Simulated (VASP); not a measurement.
Li:

```
Li
1.0
     0.00000    2.20200    2.20200
     2.20200    0.00000    2.20200
     2.20200    2.20200    0.00000
Li
1
Direct
  0.00000 0.00000 0.00000
```

```yaml
Program: VASP 6.6.1
Task: relaxation of cell and atoms
Functional: BLYP
Dispersion: D3(BJ)
Potentials_or_basis: VASP PAW PBE potentials, release 64 (Li_sv)
Cutoff: 600 eV
k_mesh: 5 × 5 × 5
Occupations: fermi-dirac, width 0.1 eV
Spin: no spin polarisation
```

At the start: pressure -3.6 GPa; volume 21.35 Å³/atom.

Question: How do energy, volume and symmetry change on relaxing?

Answer: Over 5 steps the energy falls by 82.6 meV/atom and the volume is 15.79 Å³/atom (-26.1 %); space group Fm-3m (No. 225, to 0.05 Å).

The path:
```
step  energy change (eV)  largest force (eV/Å)  pressure (GPa)  volume (Å³)
   1              0.0000                0.0000           -3.59        21.35
   2             -0.0305                0.0000           -3.17        19.91
   3             -0.0766                0.0000           -1.44        16.86
   4              0.0023                0.0000            8.84        11.72
   5             -0.0826                0.0000           -0.36        15.79
```

Final structure:
```
CELL_PARAMETERS angstrom
0.00000 1.99114 1.99114
1.99114 0.00000 1.99114
1.99114 1.99114 0.00000
ATOMIC_POSITIONS crystal
Li 0.00000 0.00000 0.00000
```

Caveat: the k points lie up to 0.55 Å⁻¹ apart in the final cell; the cutoff is under 1.25 times the usual one of these potentials, so pressure, stress and relaxed cells hold a basis-set (Pulay) error; the volume moved by over 15 % at a fixed basis, so the end points are rough; the PAW data sets were made with another functional, which shifts forces and pressure a little; the volume moved by -26 % from the deposited cell, more than functionals usually miss; pairwise dispersion overbinds metals, which lowers pressure and volume.
